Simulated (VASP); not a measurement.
## CuF: single point with r2SCAN

CuF:

```
CELL_PARAMETERS angstrom
2.70614 0.00000 0.00000
-1.35307 2.34359 0.00000
0.00000 0.00000 6.27129
ATOMIC_POSITIONS crystal
Cu 0.00000 0.00000 0.00000
Cu 0.00000 0.00000 0.50000
F 0.33333 0.66667 0.25000
F 0.66667 0.33333 0.75000
```

This cell differs from its parent crystal: volume changed by -6%.

```yaml
Program: VASP 6.6.1
Task: single point
Functional: r2SCAN
Potentials_or_basis: VASP PAW PBE potentials, release 64 (Cu, F)
Cutoff: 520 eV
k_mesh: 9 × 9 × 4
Occupations: fermi-dirac, width 0.02 eV
Spin: no spin polarisation
Dipole_correction: no
Further_INCAR_settings: ALGO = Normal; EDIFF = 1e-06; NBANDS = 26
```

The pressure is 8.5 GPa. The band gap on the k mesh is zero (band 18 reaches 5.38 eV, above the bottom of band 19 at 4.97 eV).

Stress tensor (GPa, compression positive):
```
 7.06  0.00  0.00
 0.00  7.06  0.00
 0.00  0.00 11.42
```

Levels at points of the mesh, in eV from the Fermi level:
```
           k point  band 14  band 15  band 16  band 17  band 18  band 19  band 20  band 21  band 22  band 23
(0.00, 0.00, 0.00)    -1.29    -0.73    -0.73    -0.50    -0.42    -0.42     3.87     6.13    14.08    15.13
(0.00, 0.00, 0.50)    -1.35    -0.61    -0.61    -0.61    -0.61     1.04     1.04     9.55     9.55    20.43
```

It took 2.1 min on 1 thread of Intel Xeon 6975P-C, with other jobs on the host, peak memory 0.18 GiB.

Caveat: the PAW data sets were made with another functional, which shifts forces and pressure a little; semilocal functionals often make such compounds metallic where correlation or magnetic order opens a gap, which also shifts bond lengths.
